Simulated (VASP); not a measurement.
# NaB (Fm-3m) in VASP: further runs

NaB is run at these levels: PBE; tasks: single point, relaxation of cell and atoms.

All numbers are computed with VASP 6.6.1; they aren't measurements. Logs are shortened: lines on timing, memory, paths and dates and some standing lists are left out, and cuts for length are marked.

## (1) The cell of the first run

Symmetry: Fm-3m, No. 225, cubic system. The conventional cell has a = 5.376 Å, b = 5.376 Å, c = 5.376 Å, α = 90.00°, β = 90.00°, γ = 90.00°. Within 3.5 Å of Na (site symmetry m-3m) lie 6 B at 2.69 Å. B (site symmetry m-3m) has 6 Na at 2.69 Å within 3.5 Å.

## (2) Single point, PBE

The input, INCAR:

```
PREC = Accurate
ENCUT = 500
EDIFF = 1E-6
ISMEAR = -1
SIGMA = 0.1
LREAL = F
LASPH = T
NELM = 120
ALGO = Normal
ISIF = 2
LWAVE = F
LCHARG = F
GGA = PE
NBANDS = 12
GGA_COMPAT = F
```

The input, KPOINTS:

```
regular mesh
0
Gamma
  7 7 7
```

The input, POSCAR:

```
NaB
1.0
    0.0000000000      2.6879778734      2.6879778734
    2.6879778734      0.0000000000      2.6879778734
    2.6879778734      2.6879778734      0.0000000000
Na B
1 1
Direct
    0.0000000000      0.0000000000      0.0000000000
    0.5000000000      0.5000000000      0.5000000000
```

Potentials or basis: VASP PAW PBE potentials, release 64 (Na_pv, B).

Run with:

```bash
> cat potpaw_PBE.64/Na_pv/POTCAR potpaw_PBE.64/B/POTCAR > POTCAR
> mpirun -np 1 vasp_std > vasp.out
```

OUTCAR:

```text
PREC = Accurate
   ENCUT = 500
   EDIFF = 1E-6
   ISMEAR = -1
   LREAL = F
   LASPH = T
   NELM = 120
   ISIF = 2
   GGA = PE

 ion  position               nearest neighbor table
   1  0.000  0.000  0.000-
   2  0.500  0.500  0.500-

  LATTYP: Found a face centered cubic cell.
 ALAT       =     5.3759557468

  Lattice vectors:

 A1 = (   0.0000000000,   2.6879778734,   2.6879778734)
 A2 = (   2.6879778734,   0.0000000000,   2.6879778734)
 A3 = (   2.6879778734,   2.6879778734,   0.0000000000)

Analysis of symmetry for initial positions (statically):
=====================================================================
 Subroutine PRICEL returns:
 Original cell was already a primitive cell.

 Routine SETGRP: Setting up the symmetry group for a
 face centered cubic supercell.

 Subroutine GETGRP returns: Found 48 space group operations
 (whereof 48 operations were pure point group operations)
 out of a pool of 48 trial point group operations.

The static configuration has the point symmetry O_h .

Analysis of symmetry for dynamics (positions and initial velocities):
=====================================================================
 Subroutine PRICEL returns:
 Original cell was already a primitive cell.

 Routine SETGRP: Setting up the symmetry group for a
 face centered cubic supercell.

 Subroutine GETGRP returns: Found 48 space group operations
 (whereof 48 operations were pure point group operations)
 out of a pool of 48 trial point group operations.

The dynamic configuration has the point symmetry O_h .

 Subroutine INISYM returns: Found 48 space group operations
 (whereof 48 operations are pure point group operations),
 and found     1 'primitive' translations

----------------------------------------------------------------------------------------

                                     Primitive cell

  volume of cell :      38.8425

  direct lattice vectors                    reciprocal lattice vectors
     0.000000000  2.687977873  2.687977873    -0.186013436  0.186013436  0.186013436
     2.687977873  0.000000000  2.687977873     0.186013436 -0.186013436  0.186013436
     2.687977873  2.687977873  0.000000000     0.186013436  0.186013436 -0.186013436

  length of vectors
     3.801374764  3.801374764  3.801374764     0.322184722  0.322184722  0.322184722

  position of ions in fractional coordinates (direct lattice)
     0.000000000  0.000000000  0.000000000
     0.500000000  0.500000000  0.500000000

  ion indices of the primitive-cell ions
   primitive index   ion index
                 1           1
                 2           2

----------------------------------------------------------------------------------------

 KPOINTS: regular mesh

Automatic generation of k-mesh.
 Grid dimensions read from file:
 generate k-points for:    7    7    7

 Generating k-lattice:

  Cartesian coordinates                     Fractional coordinates (reciprocal lattice)
    -0.026573348  0.026573348  0.026573348     0.142857143  0.000000000  0.000000000
     0.026573348 -0.026573348  0.026573348     0.000000000  0.142857143  0.000000000
     0.026573348  0.026573348 -0.026573348     0.000000000  0.000000000  0.142857143

  Length of vectors
     0.046026389  0.046026389  0.046026389

  Shift w.r.t. Gamma in fractional coordinates (k-lattice)
     0.000000000  0.000000000  0.000000000

 Subroutine IBZKPT returns following result:
 ===========================================

 Found     20 irreducible k-points:

 Following reciprocal coordinates:
            Coordinates               Weight
  0.000000  0.000000  0.000000      1.000000
  0.142857  0.000000  0.000000      8.000000
  0.285714  0.000000  0.000000      8.000000
  0.428571  0.000000  0.000000      8.000000
  0.142857  0.142857  0.000000      6.000000
  0.285714  0.142857  0.000000     24.000000
[... 12 lines left out ...]
 -0.428571  0.428571  0.142857     24.000000
 -0.285714  0.428571  0.142857     24.000000
   k-points           NKPTS =     20   k-points in BZ     NKDIM =     20   number of bands    NBANDS=     12
   number of dos      NEDOS =    301   number of ions     NIONS =      2
   total plane-waves  NPLWV =  21952
   dimension x,y,z NGX =    28 NGY =   28 NGZ =   28
   dimension x,y,z NGXF=    56 NGYF=   56 NGZF=   56
   ions per type =               1   1
   NGX,Y,Z   is equivalent  to a cutoff of  12.25, 12.25, 12.25 a.u.
   NGXF,Y,Z  is equivalent  to a cutoff of  24.49, 24.49, 24.49 a.u.
 SYSTEM =  unknown system
   PREC   = accura    normal or accurate (medium, high low for compatibility)
   ISTART =      0    job   : 0-new  1-cont  2-samecut
   ICHARG =      2    charge: 1-file 2-atom 10-const
   ISPIN  =      1    spin polarized calculation?
   LNONCOLLINEAR =      F non collinear calculations
   LSORBIT =      F    spin-orbit coupling
   LASPH  =      T    aspherical Exc in radial PAW
   ENCUT  =  500.0 eV  36.75 Ry    6.06 a.u.   6.93  6.93  6.93*2*pi/ulx,y,z
   NELM   =    120;   NELMIN=  2; NELMDL= -5     # of ELM steps
   EDIFF  = 0.1E-05   stopping-criterion for ELM
   LREAL  =      F    real-space projection
   EDIFFG = 0.1E-04   stopping-criterion for IOM
   NSW    =      0    number of steps for IOM
   IBRION =     -1    ionic relax: 0-MD 1-quasi-New 2-CG
   NFREE  =      0    steps in history (QN), initial steepest desc. (CG)
   ISIF   =      2    stress and relaxation
   ISYM   =      2    0-nonsym 1-usesym 2-fastsym
   POTIM  = 0.5000    time-step for ionic-motion
   TEBEG  =    0.0;   TEEND  =   0.0 temperature during run
   PSTRESS=    0.0 pullay stress
   NELECT =      10.0000    total number of electrons
   NUPDOWN=      -1.0000    fix difference up-down
   EMIN   =  10.00;   EMAX   =-10.00  energy-range for DOS
   EFERMI =   0.00;   METHOD = LEGACY
   ISMEAR =    -1;   SIGMA  =   0.10  broadening in eV -4-tet -1-fermi 0-gaus
   EFERMI_NEDOS =   21; number of points for ismear=-14 and -15
   IALGO  =     38    algorithm
   IMIX   =      4    mixing-type and parameters
     AMIX     =   0.40;   BMIX     =  1.00
     AMIX_MAG =   1.60;   BMIX_MAG =  1.00
  volume/ion in A,a.u.               =      19.42       131.06
  Fermi-wavevector in a.u.,A,eV,Ry     =   1.041452  1.968058 14.757174  1.084622
  Thomas-Fermi vector in A             =   2.176073
   LORBIT       =      0    0 simple, 1 ext, 2 COOP (PROOUT), +10 PAW based schemes
   GGA     = PE    functional components
   LHFCALC =     F    Hartree Fock is set to
   AEXX    =    0.0000 exact exchange contribution
   IVDW    =     0    specifies the selected vdW correction
   LEPSILON=     F    determine dielectric tensor
   LRPA    =     F    only Hartree local field effects (RPA)
 non-spin polarized calculation
  energy-cutoff  :      500.00
  volume of cell :       38.84
 maximum number of plane-waves:       998
   NGX = 13   NGY = 13   NGZ = 13

 number of electron      10.0000000 magnetization

 number of electron       9.9999996 magnetization

 Free energy of the ion-electron system (eV)
  ---------------------------------------------------
  ext. energy  EPLUGINS =         0.00000000
  ---------------------------------------------------
  free energy    TOTEN  =        -4.33093265 eV

  energy without entropy =       -4.30058239  energy(sigma->0) =       -4.31575752

 E-fermi :   0.7752     XC(G=0):  -8.3036

 val. band max:        0.6952157897   @ k =  -0.4286   0.2857   0.0000
 cond. band min:       0.8120210570   @ k =   0.2857   0.2857   0.0000
 fundamental gap:      0.1168052673
 Fermi energy:         0.7751791290

 k-point     1 :       0.0000    0.0000    0.0000
  band No.  band energies     occupation
      1     -22.3046      2.00000
      2     -22.3046      2.00000
      3     -22.3046      2.00000
      4      -6.4120      2.00000
      5       3.1001      0.00000
      6       3.1001      0.00000
      7       3.1001      0.00000
      8       8.1123      0.00000
      9      10.9567      0.00000
     10      10.9567      0.00000
     11      10.9567      0.00000
     12      13.1937      0.00000

 k-point     2 :       0.1429    0.0000    0.0000
  band No.  band energies     occupation
      1     -22.3123      2.00000
      2     -22.3053      2.00000
      3     -22.3053      2.00000
      4      -6.1694      2.00000
      5       2.2393      0.00000
      6       2.9706      0.00000
      7       2.9706      0.00000
      8       8.5225      0.00000
      9      10.0573      0.00000
     10      11.2982      0.00000
     11      11.2982      0.00000
     12      13.8363      0.00000

 k-point     3 :       0.2857    0.0000    0.0000
  band No.  band energies     occupation
      1     -22.3295      2.00000
      2     -22.3071      2.00000
      3     -22.3071      2.00000
      4      -5.4984      2.00000
      5       0.5287      1.84322
      6       2.7081      0.00000
      7       2.7081      0.00000
      8       8.1919      0.00000
      9      10.6971      0.00000
     10      11.4423      0.00000
     11      11.4423      0.00000
     12      14.1790      0.00000
[... 226 lines left out ...]
 k-point    19 :      -0.4286    0.4286    0.1429
  band No.  band energies     occupation
      1     -22.3358      2.00000
      2     -22.3219      2.00000
      3     -22.3175      2.00000
      4      -4.1295      2.00000
      5      -0.2814      1.99995
      6       1.0821      0.08881
      7       1.5407      0.00095
      8       8.1384      0.00000
      9       8.6470      0.00000
     10      11.1653      0.00000
     11      13.3409      0.00000
     12      15.0137      0.00000

 k-point    20 :      -0.2857    0.4286    0.1429
  band No.  band energies     occupation
      1     -22.3309      2.00000
      2     -22.3291      2.00000
      3     -22.3167      2.00000
      4      -3.9934      2.00000
      5       0.0584      1.99846
      6       0.2156      1.99260
      7       1.5749      0.00067
      8       8.7539      0.00000
      9       9.7605      0.00000
     10      10.4308      0.00000
     11      12.5292      0.00000
     12      15.3774      0.00000

------------------------ aborting loop because EDIFF is reached ----------------------------------------

  FORCE on cell =-STRESS in cart. coord.  units (eV):
  Direction    XX          YY          ZZ          XY          YZ          ZX
  --------------------------------------------------------------------------------------
  -------------------------------------------------------------------------------------
  Total        0.0135716      0.0135716      0.0135716     -0.0000000     -0.0000000     -0.0000000
  in kB        0.5598018      0.5598018      0.5598018     -0.0000000     -0.0000000     -0.0000000
  external PRESSURE =       0.5598018 kB  Pullay stress =       0.0000000 kB

 VOLUME and BASIS-vectors are now :
 -----------------------------------------------------------------------------
  energy-cutoff  :      500.00
  volume of cell :       38.84
      direct lattice vectors                 reciprocal lattice vectors
     0.000000000  2.687977873  2.687977873    -0.186013436  0.186013436  0.186013436
     2.687977873  0.000000000  2.687977873     0.186013436 -0.186013436  0.186013436
     2.687977873  2.687977873  0.000000000     0.186013436  0.186013436 -0.186013436

 POSITION                                       TOTAL-FORCE (eV/Angst)
 -----------------------------------------------------------------------------------
      0.00000      0.00000      0.00000         0.000000      0.000000     -0.000000
      2.68798      2.68798      2.68798         0.000000     -0.000000      0.000000
 -----------------------------------------------------------------------------------
    total drift:                               -0.000000      0.000000      0.000000

  FREE ENERGIE OF THE ION-ELECTRON SYSTEM (eV)
  ---------------------------------------------------
  free  energy   TOTEN  =        -4.3309326515 eV

  energy  without entropy=       -4.3005823896  energy(sigma->0) =       -4.31575752
```

Wall time 7.1 s (1 thread of Intel Xeon Platinum 8259CL at 2.50GHz (Skylake/Cascade Lake), shared host); peak memory 0.14 GiB.

What came out:

```yaml
Free_energy: -4.3309 eV
Pressure: 0.1 GPa
Band_gap_on_the_k_mesh: zero (bands 5 and 6 overlap by 2.88 eV)
```

Levels at points of the mesh, in eV from the Fermi level:
| k point | band 1 | band 2 | band 3 | band 4 | band 5 | band 6 | band 7 | band 8 | band 9 | band 10 |
| --- | --- | --- | --- | --- | --- | --- | --- | --- | --- | --- |
| (0.00, 0.00, 0.00) | -23.08 | -23.08 | -23.08 | -7.19 | 2.32 | 2.32 | 2.32 | 7.34 | 10.18 | 10.18 |

## (3) Relaxation of cell and atoms, PBE

This run uses another cell than the first one, of 19.33 Å³/atom.

The input, INCAR:

```
PREC = Accurate
ENCUT = 500
EDIFF = 1E-7
ISMEAR = -1
SIGMA = 0.1
LREAL = False
LASPH = True
NELM = 120
ALGO = Normal
ISIF = 3
LWAVE = False
LCHARG = False
GGA = PE
IBRION = 2
NSW = 100
EDIFFG = -0.02
GGA_COMPAT = False
NELMIN = 4
```

KPOINTS is that of step 2.

The input, POSCAR:

```
NaB
1.0
    0.0000000000      2.6838690000      2.6838690000
    2.6838690000      0.0000000000      2.6838690000
    2.6838690000      2.6838690000      0.0000000000
Na B
1 1
Direct
    0.0000000000      0.0000000000      0.0000000000
    0.5000000000      0.5000000000      0.5000000000
```

Potentials or basis: VASP PAW PBE potentials, release 64 (Na_pv, B).

Run with:

```bash
> cat potpaw_PBE.64/Na_pv/POTCAR potpaw_PBE.64/B/POTCAR > POTCAR
> mpirun -np 1 vasp_std > vasp.out
```

Run time: 12 s. Hardware: 1 thread of Intel Xeon Platinum 8259CL at 2.50GHz (Skylake/Cascade Lake), shared host; peak memory 0.15 GiB.

The run converged. Its results:

```yaml
Free_energy: -4.3309 eV
Relaxed_volume: 19.39 Å³/atom
Relaxed_cell: a = 3.799 Å, b = 3.799 Å, c = 3.799 Å, α = 60.00°, β = 60.00°, γ = 60.00°
Space_group_after_relaxing_to_0.1_Å: Fm-3m (No. 225)
Energy_gained_by_relaxing: 0.0 meV/atom
Ionic_steps: 2
Pressure_after_relaxing: 0.1 GPa
Band_gap_on_the_k_mesh: zero (bands 5 and 6 overlap by 2.89 eV)
```

Final structure:
```
Na B
1.0
     0.00000    2.68647    2.68647
     2.68647    0.00000    2.68647
     2.68647    2.68647    0.00000
Na B
1 1
Direct
  0.00000 0.00000 0.00000
  0.50000 0.50000 0.50000
```

Levels at points of the mesh, in eV from the Fermi level:
| k point | band 3 | band 4 | band 5 | band 6 | band 7 | band 8 |
| --- | --- | --- | --- | --- | --- | --- |
| (0.00, 0.00, 0.00) | -23.08 | -7.19 | 2.33 | 2.33 | 2.33 | 7.35 |

## (4) Relaxation of cell and atoms, PBE, target pressure 10 GPa, at which the enthalpy is minimised

This run uses another cell than the first one, of 19.33 Å³/atom.

The input, INCAR:

```
SYSTEM = NaB
  ALGO = Normal
  EDIFF = 1E-7
  EDIFFG = -0.02
  ENCUT = 500
  GGA = PE
  GGA_COMPAT = .False.
  IBRION = 2
  ISIF = 3
  ISMEAR = -1
  LASPH = .True.
  LCHARG = .False.
  LREAL = .False.
  LWAVE = .False.
  NELM = 120
  NELMIN = 4
  NSW = 100
  PREC = Accurate
  PSTRESS = 100.0
  SIGMA = 0.1
```

The input, KPOINTS:

```
k-points
0
Gamma
  7 7 7
  0 0 0
```

POSCAR is that of step 3.

Run with:

```bash
> cat potpaw_PBE.64/Na_pv/POTCAR potpaw_PBE.64/B/POTCAR > POTCAR
> mpirun -np 1 vasp_std > vasp.out
```

Run time: 20 s. Hardware: 1 thread of Intel Xeon Platinum 8259CL at 2.50GHz (Skylake/Cascade Lake), shared host; peak memory 0.15 GiB.

It converged, with:

- Free energy: -4.1234 eV
- Relaxed volume: 15.40 Å³/atom
- Relaxed cell: a = 3.518 Å, b = 3.518 Å, c = 3.518 Å, α = 60.00°, β = 60.00°, γ = 60.00°
- Space group after relaxing (to 0.1 Å): Fm-3m (No. 225)
- Energy change on relaxing (the run minimises the enthalpy): +103.7 meV/atom
- Ionic steps: 4
- Pressure after relaxing: 10.0 GPa
- Band gap on the k mesh: zero (bands 5 and 6 overlap by 3.64 eV)

Step by step:
```
step  energy change (eV)  largest force (eV/Å)  pressure (GPa)  volume (Å³)
   1              0.0000                0.0000            0.17        38.66
   2              0.1225                0.0000            7.06        32.40
   3              0.1980                0.0000            9.70        30.95
   4              0.2074                0.0000           10.02        30.80
```

Final structure:
```
CELL_PARAMETERS angstrom
0.00000 2.48781 2.48781
2.48781 0.00000 2.48781
2.48781 2.48781 0.00000
ATOMIC_POSITIONS crystal
Na 0.00000 0.00000 0.00000
B 0.50000 0.50000 0.50000
```

Levels at points of the mesh, in eV from the Fermi level:
| k point | band 2 | band 3 | band 4 | band 5 | band 6 | band 7 | band 8 | band 9 |
| --- | --- | --- | --- | --- | --- | --- | --- | --- |
| (0.00, 0.00, 0.00) | -22.84 | -22.84 | -7.95 | 2.91 | 2.91 | 2.91 | 9.96 | 11.14 |

Caveat: the cell is relaxed towards a set pressure, so the run minimises the enthalpy, not the energy; the volume moved by over 15 % at a fixed basis, so the end points are rough.

## (5) Summary

```tsv
task	cell	gap on the mesh (eV)	pressure (GPa)
single point	a = 3.801 Å, angles 60.0°, 2 atoms	none	0.1
relaxation of cell and atoms	relaxed from a = 3.796 Å, angles 60.0°, 2 atoms	none	0.1
relaxation of cell and atoms	relaxed to 10 GPa from a = 3.796 Å, angles 60.0°, 2 atoms	none	10.0
```

Alike in all rows: level PBE; potentials or basis VASP PAW PBE potentials, release 64 (Na_pv, B); no spin polarisation; k mesh 7 × 7 × 7; cutoff (eV) 500; smearing fermi-dirac 0.1 eV.

Caveats: the cell is relaxed towards a set pressure, so the run minimises the enthalpy, not the energy (at least some runs); the volume moved by over 15 % at a fixed basis, so the end points are rough (at least some runs).

Absolute energies hang on the potentials; compare differences alone.
